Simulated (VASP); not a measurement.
Write the native input for VASP 6.6.1 that does the following.

* Task: single point
* Functional: PBE
* Potentials or basis: VASP PAW PBE potentials, release 64 (Ti_sv, O)
* Cutoff: 520 eV
* k mesh: 6 × 6 × 10
* Occupations: gaussian, width 0.02 eV
* Spin: no spin polarisation
* Dipole correction: no
* Further INCAR settings: ALGO = Normal; EDIFF = 1e-07; NBANDS = 33

The structure of TiO2 lies in POSCAR:

```
TiO2
1.0
    4.4959519448      0.0000000000      0.0000000000
    0.0000000000      4.4959519448      0.0000000000
    0.0000000000      0.0000000000      2.9174390561
Ti O
2 4
Direct
    0.5000000000      0.5000000000      0.0000000000
    0.0000000000      0.0000000000      0.5000000000
    0.6972973892      0.6972973892      0.5000000000
    0.8027026108      0.1972973892      0.0000000000
    0.1972973892      0.8027026108      0.0000000000
    0.3027026108      0.3027026108      0.5000000000
```

These files were run (other wordings do the same):

INCAR

```
SYSTEM = TiO2
ALGO = Normal
EDIFF = 1E-7
ENCUT = 520
GGA = PE
ISIF = 2
ISMEAR = 0
LASPH = .True.
LCHARG = .True.
LELF = .True.
LREAL = .False.
LVHAR = .True.
LWAVE = .False.
NBANDS = 33
NELM = 100
PREC = Accurate
SIGMA = 0.02
```

KPOINTS

```
k-points
0
Gamma
  6 6 10
  0 0 0
```

Potentials or basis: VASP PAW PBE potentials, release 64 (Ti_sv, O).

The run is started by

```console
$ cat potpaw_PBE.64/Ti_sv/POTCAR potpaw_PBE.64/O/POTCAR > POTCAR
$ mpirun -np 1 vasp_std > vasp.out
```

It gave:

| Item | Value |
| --- | --- |
| Pressure | 20.8 GPa |
| Largest force | 0.028 eV/Å |
| Band gap on the k mesh | 1.91 eV |

Caveat: the cell stands under pressure.

It took 3 min on 1 thread of Intel Xeon 8259CL, with other jobs on the host, peak memory 0.23 GiB.
